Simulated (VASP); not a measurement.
# Cu (Immm) in VASP: single point with PBE

Aim: the single point of Cu with PBE.

All numbers are computed with VASP 6.6.1; they aren't measurements. Logs are shortened: lines on timing, memory, paths and dates and some standing lists are left out, and cuts for length are marked.

## 1. The cell of the first run

It takes space group Immm (No. 71, orthorhombic). Conventional cell: a = 2.528 Å, b = 2.721 Å, c = 3.575 Å, α = 90.00°, β = 90.00°, γ = 90.00°. Within 3.3 Å of Cu (site symmetry mmm) lie 12 Cu at 2.53 to 2.72 Å.

## 2. Single point, PBE (uniaxial strain along a: +6.0 %)

The input, INCAR:

```
PREC     = Accurate       # precision mode
ENCUT    = 520            # plane-wave cutoff, eV
EDIFF    = 1E-7           # SCF threshold, eV
ISMEAR   = 0              # smearing method
SIGMA    = 0.1            # smearing width, eV
LREAL    = F              # projectors in reciprocal space
LASPH    = T              # aspherical terms in the spheres
NELM     = 100            # most SCF steps
ALGO     = Fast           # electronic algorithm
ISIF     = 2              # what is computed and relaxed
LWAVE    = F              # write WAVECAR
LCHARG   = F              # write CHGCAR
GGA      = PE             # functional
NBANDS   = 18             # bands
```

The input, KPOINTS:

```
Automatic mesh
0
Gamma
  20 20 14
```

The input, POSCAR:

```
Cu
1.0
    1.9237954896      1.9237954896      0.0000000000
   -1.7876778842      1.7876778842      0.0000000000
    0.0000000000      0.0000000000      3.5753557684
Cu
2
Direct
    0.0000000000      0.0000000000      0.0000000000
    0.5000000000      0.5000000000      0.5000000000
```

Potentials or basis: VASP PAW PBE potentials, release 64 (Cu).

Started as:

```bash
> cat potpaw_PBE.64/Cu/POTCAR > POTCAR
> mpirun -np 1 vasp_std > vasp.out
```

OUTCAR:

```text
PREC = Accurate
   ENCUT = 520
   EDIFF = 1E-7
   ISMEAR = 0
   LREAL = F
   LASPH = T
   NELM = 100
   ISIF = 2
   GGA = PE

 ion  position               nearest neighbor table
   1  0.000  0.000  0.000-   2 2.58   2 2.58   2 2.58   2 2.58   2 2.58   2 2.58   2 2.58   2 2.58

   2  0.500  0.500  0.500-   1 2.58   1 2.58   1 2.58   1 2.58   1 2.58   1 2.58   1 2.58   1 2.58

  LATTYP: Found a simple orthorhombic cell.
 ALAT       =     2.5281583090
 B/A-ratio  =     1.0761421320
 C/A-ratio  =     1.4142135624

  Lattice vectors:

 A1 = (   1.7876778842,  -1.7876778842,   0.0000000000)
 A2 = (   1.9237954896,   1.9237954896,   0.0000000000)
 A3 = (   0.0000000000,   0.0000000000,   3.5753557684)

Analysis of symmetry for initial positions (statically):
=====================================================================
 Subroutine PRICEL returns following result:

  LATTYP: Found a body centered orthorhombic cell.
 ALAT       =     2.5281583090
 B/A-ratio  =     1.0761421320
 C/A-ratio  =     1.4142135624

  Lattice vectors:

 A1 = (   1.8557366869,   0.0680588027,  -1.7876778842)
 A2 = (  -1.8557366869,  -0.0680588027,  -1.7876778842)
 A3 = (   0.0680588027,   1.8557366869,   1.7876778842)

   2 primitive cells build up your supercell.

 Routine SETGRP: Setting up the symmetry group for a
 simple orthorhombic supercell.

 Subroutine GETGRP returns: Found  8 space group operations
 (whereof  8 operations were pure point group operations)
 out of a pool of  8 trial point group operations.

The static configuration has the point symmetry D_2h.

Analysis of symmetry for dynamics (positions and initial velocities):
=====================================================================
 Subroutine PRICEL returns following result:

  LATTYP: Found a body centered orthorhombic cell.
 ALAT       =     2.5281583090
 B/A-ratio  =     1.0761421320
 C/A-ratio  =     1.4142135624

  Lattice vectors:

 A1 = (   1.8557366869,   0.0680588027,  -1.7876778842)
 A2 = (  -1.8557366869,  -0.0680588027,  -1.7876778842)
 A3 = (   0.0680588027,   1.8557366869,   1.7876778842)

   2 primitive cells build up your supercell.

 Routine SETGRP: Setting up the symmetry group for a
 simple orthorhombic supercell.

 Subroutine GETGRP returns: Found  8 space group operations
 (whereof  8 operations were pure point group operations)
 out of a pool of  8 trial point group operations.

The dynamic configuration has the point symmetry D_2h.

 Subroutine INISYM returns: Found  8 space group operations
 (whereof  8 operations are pure point group operations),
 and found     2 'primitive' translations

----------------------------------------------------------------------------------------

                                     Primitive cell

  volume of cell :      12.2961

  direct lattice vectors                    reciprocal lattice vectors
     1.855736687  0.068058803 -1.787677884     0.259902886  0.259902886 -0.279692446
    -1.855736687 -0.068058803 -1.787677884    -0.279692446  0.279692446 -0.279692446
     0.068058803  1.855736687  1.787677884    -0.019789560  0.539595332  0.000000000

  length of vectors
     2.577631252  2.577631252  2.577631252     0.461873234  0.484441527  0.539958099

  position of ions in fractional coordinates (direct lattice)
     0.000000000  0.000000000  0.000000000

  ion indices of the primitive-cell ions
   primitive index   ion index
                 1           1

----------------------------------------------------------------------------------------

 KPOINTS: Automatic mesh

Automatic generation of k-mesh.
 Grid dimensions read from file:
 generate k-points for:   20   20   14

 Generating k-lattice:

  Cartesian coordinates                     Fractional coordinates (reciprocal lattice)
     0.012995144  0.012995144  0.000000000     0.050000000  0.000000000  0.000000000
    -0.013984622  0.013984622  0.000000000     0.000000000  0.050000000  0.000000000
     0.000000000  0.000000000  0.019978032     0.000000000  0.000000000  0.071428571

  Length of vectors
     0.018377909  0.019777243  0.019978032

  Shift w.r.t. Gamma in fractional coordinates (k-lattice)
     0.000000000  0.000000000  0.000000000

 Subroutine IBZKPT returns following result:
 ===========================================

 Found    968 irreducible k-points:

 Following reciprocal coordinates:
            Coordinates               Weight
  0.000000  0.000000  0.000000      1.000000
  0.050000  0.000000  0.000000      2.000000
  0.100000  0.000000  0.000000      2.000000
  0.150000  0.000000  0.000000      2.000000
  0.200000  0.000000  0.000000      2.000000
  0.250000  0.000000  0.000000      2.000000
[... 16 lines left out ...]
  0.000000  0.100000  0.000000      2.000000
  0.050000  0.100000  0.000000      4.000000
 [... further k-points ...]
   k-points           NKPTS =    968   k-points in BZ     NKDIM =    968   number of bands    NBANDS=     18
   number of dos      NEDOS =    301   number of ions     NIONS =      2
   total plane-waves  NPLWV =  11200
   dimension x,y,z NGX =    20 NGY =   20 NGZ =   28
   dimension x,y,z NGXF=    40 NGYF=   40 NGZF=   56
   ions per type =               2
   NGX,Y,Z   is equivalent  to a cutoff of  12.22, 13.15, 13.02 a.u.
   NGXF,Y,Z  is equivalent  to a cutoff of  24.44, 26.30, 26.04 a.u.
 SYSTEM =  unknown system
   PREC   = accura    normal or accurate (medium, high low for compatibility)
   ISTART =      0    job   : 0-new  1-cont  2-samecut
   ICHARG =      2    charge: 1-file 2-atom 10-const
   ISPIN  =      1    spin polarized calculation?
   LNONCOLLINEAR =      F non collinear calculations
   LSORBIT =      F    spin-orbit coupling
   LASPH  =      T    aspherical Exc in radial PAW
   ENCUT  =  520.0 eV  38.22 Ry    6.18 a.u.   5.06  4.70  6.65*2*pi/ulx,y,z
   NELM   =    100;   NELMIN=  2; NELMDL= -5     # of ELM steps
   EDIFF  = 0.1E-06   stopping-criterion for ELM
   LREAL  =      F    real-space projection
   EDIFFG = 0.1E-05   stopping-criterion for IOM
   NSW    =      0    number of steps for IOM
   IBRION =     -1    ionic relax: 0-MD 1-quasi-New 2-CG
   NFREE  =      0    steps in history (QN), initial steepest desc. (CG)
   ISIF   =      2    stress and relaxation
   ISYM   =      2    0-nonsym 1-usesym 2-fastsym
   POTIM  = 0.5000    time-step for ionic-motion
   TEBEG  =    0.0;   TEEND  =   0.0 temperature during run
   PSTRESS=    0.0 pullay stress
   NELECT =      22.0000    total number of electrons
   NUPDOWN=      -1.0000    fix difference up-down
   EMIN   =  10.00;   EMAX   =-10.00  energy-range for DOS
   EFERMI =   0.00;   METHOD = LEGACY
   ISMEAR =     0;   SIGMA  =   0.10  broadening in eV -4-tet -1-fermi 0-gaus
   EFERMI_NEDOS =   21; number of points for ismear=-14 and -15
   IALGO  =     68    algorithm
   IMIX   =      4    mixing-type and parameters
     AMIX     =   0.40;   BMIX     =  1.00
     AMIX_MAG =   1.60;   BMIX_MAG =  1.00
  volume/ion in A,a.u.               =      12.30        82.98
  Fermi-wavevector in a.u.,A,eV,Ry     =   1.577429  2.980909 33.855150  2.488283
  Thomas-Fermi vector in A             =   2.678113
   LORBIT       =      0    0 simple, 1 ext, 2 COOP (PROOUT), +10 PAW based schemes
   GGA     = PE    functional components
   LHFCALC =     F    Hartree Fock is set to
   AEXX    =    0.0000 exact exchange contribution
   IVDW    =     0    specifies the selected vdW correction
   LEPSILON=     F    determine dielectric tensor
   LRPA    =     F    only Hartree local field effects (RPA)
 non-spin polarized calculation
 RMM-DIIS sequential band-by-band and
 Gauss-broadening in eV      SIGMA  =   0.10
  energy-cutoff  :      520.00
  volume of cell :       24.59
 maximum number of plane-waves:       684
   NGX = 11   NGY =  9   NGZ = 13

 number of electron      21.9999975 magnetization

 Free energy of the ion-electron system (eV)
  ---------------------------------------------------
  ext. energy  EPLUGINS =         0.00000000
  ---------------------------------------------------
  free energy    TOTEN  =        -7.42195587 eV

  energy without entropy =       -7.41785084  energy(sigma->0) =       -7.41990336

 E-fermi :   7.1017     XC(G=0): -12.4911

 val. band max:        7.0998674785   @ k =   0.4500   0.0500   0.2857
 cond. band min:       7.1017303572   @ k =   0.4500   0.0500   0.2143
 fundamental gap:      0.0018628787
 Fermi energy:         7.1017279275

 k-point     1 :       0.0000    0.0000    0.0000
  band No.  band energies     occupation
      1      -1.9515      2.00000
      2       2.4684      2.00000
      3       2.8494      2.00000
      4       3.9627      2.00000
      5       4.2320      2.00000
      6       4.3181      2.00000
[... 10 lines left out ...]
     17      26.9642      0.00000
     18      28.7828      0.00000

 k-point     2 :       0.0500    0.0000    0.0000
  band No.  band energies     occupation
      1      -1.8982      2.00000
      2       2.4906      2.00000
      3       2.8614      2.00000
      4       3.9551      2.00000
      5       4.2358      2.00000
      6       4.3267      2.00000
[... 10 lines left out ...]
     17      27.0512      0.00000
     18      28.2557      0.00000

 k-point     3 :       0.1000    0.0000    0.0000
  band No.  band energies     occupation
      1      -1.7391      2.00000
      2       2.5553      2.00000
      3       2.8964      2.00000
      4       3.9331      2.00000
      5       4.2453      2.00000
      6       4.3523      2.00000
[... 10 lines left out ...]
     17      27.0694      0.00000
     18      27.4159      0.00000

 k-point     4 :       0.1500    0.0000    0.0000
  band No.  band energies     occupation
      1      -1.4764      2.00000
      2       2.6563      2.00000
      3       2.9509      2.00000
      4       3.8997      2.00000
      5       4.2543      2.00000
      6       4.3942      2.00000
[... 375 lines left out ...]
      4       3.7688      2.00000
      5       3.7839      2.00000
      6       3.7839      2.00000
[... 10 lines left out ...]
     17      26.1036      0.00000
     18      26.1036      0.00000

 k-point    23 :       0.0000    0.1000    0.0000
  band No.  band energies     occupation
      1      -1.7028      2.00000
      2       2.5825      2.00000
      3       2.9265      2.00000
      4       4.0101      2.00000
      5       4.2559      2.00000
      6       4.3156      2.00000
[... 10 lines left out ...]
     17      28.7746      0.00000
     18      29.5336      0.00000

 k-point    24 :       0.0500    0.1000    0.0000
  band No.  band energies     occupation
      1      -1.6500      2.00000
      2       2.6030      2.00000
      3       2.9395      2.00000
      4       3.9891      2.00000
      5       4.2780      2.00000
      6       4.3203      2.00000
[... 10 lines left out ...]
     17      28.4364      0.00000
     18      29.4958      0.00000

 [... further k-points ...]
[... 5 lines left out ...]
  --------------------------------------------------------------------------------------
  -------------------------------------------------------------------------------------
  Total       -0.3870365     -0.3870365     -0.3451065     -0.6833870      0.0000000      0.0000000
  in kB      -25.2153535    -25.2153535    -22.4836237    -44.5225362      0.0000000      0.0000000
  external PRESSURE =     -24.3047769 kB  Pullay stress =       0.0000000 kB

 VOLUME and BASIS-vectors are now :
 -----------------------------------------------------------------------------
  energy-cutoff  :      520.00
  volume of cell :       24.59
      direct lattice vectors                 reciprocal lattice vectors
     1.923795490  1.923795490  0.000000000     0.259902886  0.259902886  0.000000000
    -1.787677884  1.787677884  0.000000000    -0.279692446  0.279692446  0.000000000
     0.000000000  0.000000000  3.575355768     0.000000000  0.000000000  0.279692446

 POSITION                                       TOTAL-FORCE (eV/Angst)
 -----------------------------------------------------------------------------------
      0.00000      0.00000      0.00000         0.000000      0.000000     -0.000000
      0.06806      1.85574      1.78768        -0.000000     -0.000000      0.000000
 -----------------------------------------------------------------------------------
    total drift:                               -0.000000      0.000000      0.000000

  FREE ENERGIE OF THE ION-ELECTRON SYSTEM (eV)
  ---------------------------------------------------
  free  energy   TOTEN  =        -7.4219558747 eV

  energy  without entropy=       -7.4178508423  energy(sigma->0) =       -7.41990336
```

Run time: 11 min. Hardware: 1 thread of Intel Xeon 8259CL, shared host; peak memory 0.43 GiB.

Results:

- Free energy: -7.4220 eV
- Pressure: -2.4 GPa
- Band gap on the k mesh: zero (band 11 reaches 12.89 eV, above the bottom of band 12 at 5.18 eV)

Caveat: the cell differs from its parent crystal (uniaxial strain along a: +6.0 %).
